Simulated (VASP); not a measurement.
# TlZnCl3 (Pm-3m) in VASP: settings compared

Aim: see how the results for TlZnCl3 move with the level of theory and the settings. Levels: r2SCAN, PBE. Tasks: single point.

Everything below comes from runs of VASP 6.6.1. Logs are shortened: lines on timing, memory, paths and dates and some standing lists are left out, and cuts for length are marked.

## Step 1: The cell of the first run

The structure is cubic, space group Pm-3m (No. 221). The conventional cell has a = 4.907 Å, b = 4.907 Å, c = 4.907 Å, α = 90.00°, β = 90.00°, γ = 90.00°. Within 4.6 Å of Tl (site symmetry m-3m) lie 12 Cl at 3.47 Å and 8 Zn at 4.25 Å. Zn (site symmetry m-3m) has 6 Cl at 2.45 Å within 3.2 Å. Cl (site symmetry 4/mmm) has 2 Zn at 2.45 Å within 3.2 Å.

## Step 2: Single point, r2SCAN

POSCAR

```
TlZnCl3
1.0
    4.9070056205      0.0000000000      0.0000000000
    0.0000000000      4.9070056205      0.0000000000
    0.0000000000      0.0000000000      4.9070056205
Tl Zn Cl
1 1 3
Direct
    0.0000000000      0.0000000000      0.0000000000
    0.5000000000      0.5000000000      0.5000000000
    0.5000000000      0.5000000000      0.0000000000
    0.5000000000      0.0000000000      0.5000000000
    0.0000000000      0.5000000000      0.5000000000
```

INCAR.step1

```
  ALGO = Normal
  EDIFF = 1E-4
  ENCUT = 520
  GGA = PE
  ISMEAR = 0
  LASPH = True
  LCHARG = False
  LREAL = False
  LWAVE = True
  NBANDS = 31
  NELM = 80
  PREC = Accurate
  SIGMA = 0.01
```

INCAR.step2

```
  ALGO = Normal
  EDIFF = 1E-6
  ENCUT = 520
  ISIF = 2
  ISMEAR = 0
  ISTART = 1
  LASPH = True
  LCHARG = True
  LELF = True
  LMIXTAU = True
  LREAL = False
  LVHAR = True
  LWAVE = False
  METAGGA = R2SCAN
  NBANDS = 31
  NELM = 80
  PREC = Accurate
  SIGMA = 0.01
```

KPOINTS

```
k-points
0
Gamma
  4 4 4
```

Potentials or basis: VASP PAW PBE potentials, release 64 (Tl_d, Zn, Cl).

Started as:

```
> cat potpaw_PBE.64/Tl_d/POTCAR potpaw_PBE.64/Zn/POTCAR potpaw_PBE.64/Cl/POTCAR > POTCAR
> cp INCAR.step1 INCAR
> mpirun -np 1 vasp_std > vasp.out
> cp INCAR.step2 INCAR
> mpirun -np 1 vasp_std > vasp.out
```

OUTCAR:

```text
EDIFF = 1E-6
   ENCUT = 520
   ISIF = 2
   ISMEAR = 0
   ISTART = 1
   LASPH = True
   LREAL = False
   METAGGA = R2SCAN
   NELM = 80
   PREC = Accurate

 ion  position               nearest neighbor table
   1  0.000  0.000  0.000-
   2  0.500  0.500  0.500-   3 2.45   4 2.45   5 2.45   3 2.45   4 2.45   5 2.45
   3  0.500  0.500  0.000-   2 2.45   2 2.45
   4  0.500  0.000  0.500-   2 2.45   2 2.45
   5  0.000  0.500  0.500-   2 2.45   2 2.45

  LATTYP: Found a simple cubic cell.
 ALAT       =     4.9070056205

  Lattice vectors:

 A1 = (   4.9070056205,   0.0000000000,   0.0000000000)
 A2 = (   0.0000000000,   4.9070056205,   0.0000000000)
 A3 = (   0.0000000000,   0.0000000000,   4.9070056205)

Analysis of symmetry for initial positions (statically):
=====================================================================
 Subroutine PRICEL returns:
 Original cell was already a primitive cell.

 Routine SETGRP: Setting up the symmetry group for a
 simple cubic supercell.

 Subroutine GETGRP returns: Found 48 space group operations
 (whereof 48 operations were pure point group operations)
 out of a pool of 48 trial point group operations.

The static configuration has the point symmetry O_h .

Analysis of symmetry for dynamics (positions and initial velocities):
=====================================================================
 Subroutine PRICEL returns:
 Original cell was already a primitive cell.

 Routine SETGRP: Setting up the symmetry group for a
 simple cubic supercell.

 Subroutine GETGRP returns: Found 48 space group operations
 (whereof 48 operations were pure point group operations)
 out of a pool of 48 trial point group operations.

The dynamic configuration has the point symmetry O_h .

 Subroutine INISYM returns: Found 48 space group operations
 (whereof 48 operations are pure point group operations),
 and found     1 'primitive' translations

----------------------------------------------------------------------------------------

                                     Primitive cell

  volume of cell :     118.1543

  direct lattice vectors                    reciprocal lattice vectors
     4.907005620  0.000000000  0.000000000     0.203790270  0.000000000  0.000000000
     0.000000000  4.907005620  0.000000000     0.000000000  0.203790270  0.000000000
     0.000000000  0.000000000  4.907005620     0.000000000  0.000000000  0.203790270

  length of vectors
     4.907005620  4.907005620  4.907005620     0.203790270  0.203790270  0.203790270

  position of ions in fractional coordinates (direct lattice)
     0.000000000  0.000000000  0.000000000
     0.500000000  0.500000000  0.500000000
     0.500000000  0.500000000  0.000000000
     0.500000000  0.000000000  0.500000000
     0.000000000  0.500000000  0.500000000

  ion indices of the primitive-cell ions
   primitive index   ion index
                 1           1
                 2           2
                 3           3
                 4           4
                 5           5

----------------------------------------------------------------------------------------

 KPOINTS: k-points

Automatic generation of k-mesh.
 Grid dimensions read from file:
 generate k-points for:    4    4    4

 Generating k-lattice:

  Cartesian coordinates                     Fractional coordinates (reciprocal lattice)
     0.050947567  0.000000000  0.000000000     0.250000000  0.000000000  0.000000000
     0.000000000  0.050947567  0.000000000     0.000000000  0.250000000  0.000000000
     0.000000000  0.000000000  0.050947567     0.000000000  0.000000000  0.250000000

  Length of vectors
     0.050947567  0.050947567  0.050947567

  Shift w.r.t. Gamma in fractional coordinates (k-lattice)
     0.000000000  0.000000000  0.000000000

 Subroutine IBZKPT returns following result:
 ===========================================

 Found     10 irreducible k-points:

 Following reciprocal coordinates:
            Coordinates               Weight
  0.000000  0.000000  0.000000      1.000000
  0.250000  0.000000  0.000000      6.000000
  0.500000  0.000000  0.000000      3.000000
  0.250000  0.250000  0.000000     12.000000
  0.500000  0.250000  0.000000     12.000000
  0.500000  0.500000  0.000000      3.000000
  0.250000  0.250000  0.250000      8.000000
  0.500000  0.250000  0.250000     12.000000
  0.500000  0.500000  0.250000      6.000000
  0.500000  0.500000  0.500000      1.000000
   k-points           NKPTS =     10   k-points in BZ     NKDIM =     10   number of bands    NBANDS=     31
   number of dos      NEDOS =    301   number of ions     NIONS =      5
   total plane-waves  NPLWV =  46656
   dimension x,y,z NGX =    36 NGY =   36 NGZ =   36
   dimension x,y,z NGXF=    72 NGYF=   72 NGZF=   72
   ions per type =               1   1   3
   NGX,Y,Z   is equivalent  to a cutoff of  12.20, 12.20, 12.20 a.u.
   NGXF,Y,Z  is equivalent  to a cutoff of  24.39, 24.39, 24.39 a.u.
 SYSTEM =  unknown system
   PREC   = accura    normal or accurate (medium, high low for compatibility)
   ISTART =      1    job   : 0-new  1-cont  2-samecut
   ICHARG =      0    charge: 1-file 2-atom 10-const
   ISPIN  =      1    spin polarized calculation?
   LNONCOLLINEAR =      F non collinear calculations
   LSORBIT =      F    spin-orbit coupling
   LASPH  =      T    aspherical Exc in radial PAW
   ENCUT  =  520.0 eV  38.22 Ry    6.18 a.u.   9.12  9.12  9.12*2*pi/ulx,y,z
   NELM   =     80;   NELMIN=  2; NELMDL=  0     # of ELM steps
   EDIFF  = 0.1E-05   stopping-criterion for ELM
   LREAL  =      F    real-space projection
   EDIFFG = 0.1E-04   stopping-criterion for IOM
   NSW    =      0    number of steps for IOM
   IBRION =     -1    ionic relax: 0-MD 1-quasi-New 2-CG
   NFREE  =      0    steps in history (QN), initial steepest desc. (CG)
   ISIF   =      2    stress and relaxation
   ISYM   =      2    0-nonsym 1-usesym 2-fastsym
   POTIM  = 0.5000    time-step for ionic-motion
   TEBEG  =    0.0;   TEEND  =   0.0 temperature during run
   PSTRESS=    0.0 pullay stress
   NELECT =      46.0000    total number of electrons
   NUPDOWN=      -1.0000    fix difference up-down
   EMIN   =  10.00;   EMAX   =-10.00  energy-range for DOS
   EFERMI =   0.00;   METHOD = LEGACY
   ISMEAR =     0;   SIGMA  =   0.01  broadening in eV -4-tet -1-fermi 0-gaus
   EFERMI_NEDOS =   21; number of points for ismear=-14 and -15
   IALGO  =     38    algorithm
   IMIX   =      4    mixing-type and parameters
     AMIX     =   0.40;   BMIX     =  1.00
     AMIX_MAG =   1.60;   BMIX_MAG =  1.00
  volume/ion in A,a.u.               =      23.63       159.47
  Fermi-wavevector in a.u.,A,eV,Ry     =   1.195393  2.258966 19.442257  1.428966
  Thomas-Fermi vector in A             =   2.331360
   LORBIT       =      0    0 simple, 1 ext, 2 COOP (PROOUT), +10 PAW based schemes
   METAGGA = R2SCAN    functional components
   LHFCALC =     F    Hartree Fock is set to
   AEXX    =    0.0000 exact exchange contribution
   IVDW    =     0    specifies the selected vdW correction
   LEPSILON=     F    determine dielectric tensor
   LRPA    =     F    only Hartree local field effects (RPA)
 non-spin polarized calculation
 Gauss-broadening in eV      SIGMA  =   0.01
  energy-cutoff  :      520.00
  volume of cell :      118.15
 maximum number of plane-waves:      3197
   NGX = 19   NGY = 19   NGZ = 19

 number of electron      45.9999994 magnetization

 Free energy of the ion-electron system (eV)
  ---------------------------------------------------
  ext. energy  EPLUGINS =         0.00000000
  ---------------------------------------------------
  free energy    TOTEN  =       -86.48329844 eV

  energy without entropy =      -86.48329844  energy(sigma->0) =      -86.48329844

 E-fermi :   1.0028     XC(G=0):  -9.7998

 val. band max:        0.9215761902   @ k =   0.5000   0.5000   0.0000
 cond. band min:       3.2134720294   @ k =   0.0000   0.0000   0.0000
 fundamental gap:      2.2918958392
 Fermi energy:         1.0028061414

 k-point     1 :       0.0000    0.0000    0.0000
  band No.  band energies     occupation
      1     -13.6971      2.00000
      2     -12.6493      2.00000
      3     -12.6493      2.00000
      4      -8.0976      2.00000
      5      -8.0976      2.00000
      6      -8.0939      2.00000
[... 23 lines left out ...]
     30      10.5759      0.00000
     31      10.5759      0.00000

 k-point     2 :       0.2500    0.0000    0.0000
  band No.  band energies     occupation
      1     -13.5644      2.00000
      2     -12.7617      2.00000
      3     -12.6414      2.00000
      4      -8.1101      2.00000
      5      -8.1033      2.00000
      6      -8.1033      2.00000
[... 23 lines left out ...]
     30      11.0733      0.00000
     31      11.6022      0.00000

 k-point     3 :       0.5000    0.0000    0.0000
  band No.  band energies     occupation
      1     -13.3629      2.00000
      2     -12.9439      2.00000
      3     -12.6335      2.00000
      4      -8.1226      2.00000
      5      -8.1126      2.00000
      6      -8.1126      2.00000
[... 23 lines left out ...]
     30      11.7577      0.00000
     31      12.7068      0.00000

 k-point     4 :       0.2500    0.2500    0.0000
  band No.  band energies     occupation
      1     -13.4396      2.00000
      2     -12.7856      2.00000
      3     -12.7060      2.00000
      4      -8.1129      2.00000
      5      -8.1029      2.00000
      6      -8.1021      2.00000
[... 159 lines left out ...]
     30      11.1622      0.00000
     31      12.3749      0.00000

 k-point     9 :       0.5000    0.5000    0.2500
  band No.  band energies     occupation
      1     -12.9646      2.00000
      2     -12.9107      2.00000
      3     -12.9107      2.00000
      4      -8.0963      2.00000
      5      -8.0918      2.00000
      6      -8.0918      2.00000
[... 23 lines left out ...]
     30      10.7681      0.00000
     31      13.3319      0.00000

 k-point    10 :       0.5000    0.5000    0.5000
  band No.  band energies     occupation
      1     -12.9066      2.00000
      2     -12.9066      2.00000
      3     -12.9066      2.00000
      4      -8.0819      2.00000
      5      -8.0819      2.00000
      6      -8.0726      2.00000
[... 23 lines left out ...]
     30      10.4295      0.00000
     31      12.9451      0.00000

------------------------ aborting loop because EDIFF is reached ----------------------------------------

  FORCE on cell =-STRESS in cart. coord.  units (eV):
  Direction    XX          YY          ZZ          XY          YZ          ZX
  --------------------------------------------------------------------------------------
  -------------------------------------------------------------------------------------
  Total       -0.0074278     -0.0074278     -0.0074278      0.0000000      0.0000000      0.0000000
  in kB       -0.1007212     -0.1007212     -0.1007212      0.0000000      0.0000000      0.0000000
  external PRESSURE =      -0.1007212 kB  Pullay stress =       0.0000000 kB

 VOLUME and BASIS-vectors are now :
 -----------------------------------------------------------------------------
  energy-cutoff  :      520.00
  volume of cell :      118.15
      direct lattice vectors                 reciprocal lattice vectors
     4.907005620  0.000000000  0.000000000     0.203790270  0.000000000  0.000000000
     0.000000000  4.907005620  0.000000000     0.000000000  0.203790270  0.000000000
     0.000000000  0.000000000  4.907005620     0.000000000  0.000000000  0.203790270

 POSITION                                       TOTAL-FORCE (eV/Angst)
 -----------------------------------------------------------------------------------
      0.00000      0.00000      0.00000         0.000000      0.000000      0.000000
      2.45350      2.45350      2.45350         0.000000      0.000000      0.000000
      2.45350      2.45350      0.00000         0.000000      0.000000      0.000000
      2.45350      0.00000      2.45350         0.000000      0.000000      0.000000
      0.00000      2.45350      2.45350         0.000000      0.000000      0.000000
 -----------------------------------------------------------------------------------
    total drift:                                0.000000      0.000000      0.000000

  FREE ENERGIE OF THE ION-ELECTRON SYSTEM (eV)
  ---------------------------------------------------
  free  energy   TOTEN  =       -86.4832984415 eV

  energy  without entropy=      -86.4832984415  energy(sigma->0) =      -86.48329844
```

Run time: 45 s. Hardware: 1 thread of Intel Xeon 6975P-C (Granite Rapids), shared host; peak memory 0.23 GiB.

What came out:

- Free energy: -86.4833 eV
- Pressure: 0.0 GPa
- Band gap on the k mesh: 2.29 eV (least direct gap 2.96 eV)

Levels at points of the mesh, in eV from the valence-band top:
```csv
k point,band 21,band 22,band 23,band 24,band 25,band 26
"(0.00, 0.00, 0.00)",-0.67,-0.67,-0.67,2.29,7.68,7.68
"(0.50, 0.00, 0.00)",-0.63,-0.63,-0.02,4.66,5.33,6.64
"(0.50, 0.50, 0.00)",-0.37,-0.06,0.00,5.72,6.19,6.19
"(0.50, 0.50, 0.50)",-0.01,-0.01,-0.01,7.31,7.31,7.31
```

Caveat: the PAW data sets were made with another functional, which shifts forces and pressure a little; spin-orbit coupling is left out, which moves the levels of the heavy elements. A k mesh can miss the band edges.

(Part 1 of 3 ends here.)
